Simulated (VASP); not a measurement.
Ru:

```
CELL_PARAMETERS angstrom
4.76864 0.00000 0.00000
0.00000 4.76864 0.00000
0.00000 0.00000 4.76864
ATOMIC_POSITIONS crystal
Ru 0.00000 0.00000 0.00000
Ru 0.50000 0.50000 0.50000
Ru 0.25000 0.00000 0.50000
Ru 0.75000 0.00000 0.50000
Ru 0.50000 0.25000 0.00000
Ru 0.50000 0.75000 0.00000
Ru 0.00000 0.50000 0.25000
Ru 0.00000 0.50000 0.75000
```

- Program: VASP 6.6.1
- Task: relaxation of cell and atoms
- Functional: BLYP
- Potentials or basis: VASP PAW PBE potentials, release 64 (Ru_pv)
- Cutoff: 600 eV
- k mesh: 6 × 6 × 6
- Occupations: fermi-dirac, width 0.1 eV
- Spin: no spin polarisation

At the start: pressure 30.6 GPa; volume 13.55 Å³/atom.

Question: How do energy, volume and symmetry change on relaxing?

Answer: Over 7 steps the energy falls by 121.4 meV/atom and the volume is 14.95 Å³/atom (+10.3 %); space group Pm-3n (No. 223, to 0.05 Å).

The path:
```
step  energy change (eV)  largest force (eV/Å)  pressure (GPa)  volume (Å³)
   1              0.0000                0.0000           30.60       108.44
   2              3.6079                0.0000          -32.51       154.35
   3             -0.9621                0.0000           -2.40       120.84
   4             -0.9710                0.0000           -0.37       119.81
   5             -0.9712                0.0000            0.11       119.58
   6             -0.9712                0.0000            0.11       119.58
   7             -0.9712                0.0000            0.11       119.58
```

Final structure:
```
Ru
1.0
     4.92666    0.00000    0.00000
     0.00000    4.92666    0.00000
     0.00000    0.00000    4.92666
Ru
8
Direct
  0.00000 0.00000 0.00000
  0.50000 0.50000 0.50000
  0.25000 0.00000 0.50000
  0.75000 0.00000 0.50000
  0.50000 0.25000 0.00000
  0.50000 0.75000 0.00000
  0.00000 0.50000 0.25000
  0.00000 0.50000 0.75000
```

Caveat: the PAW data sets were made with another functional, which shifts forces and pressure a little.
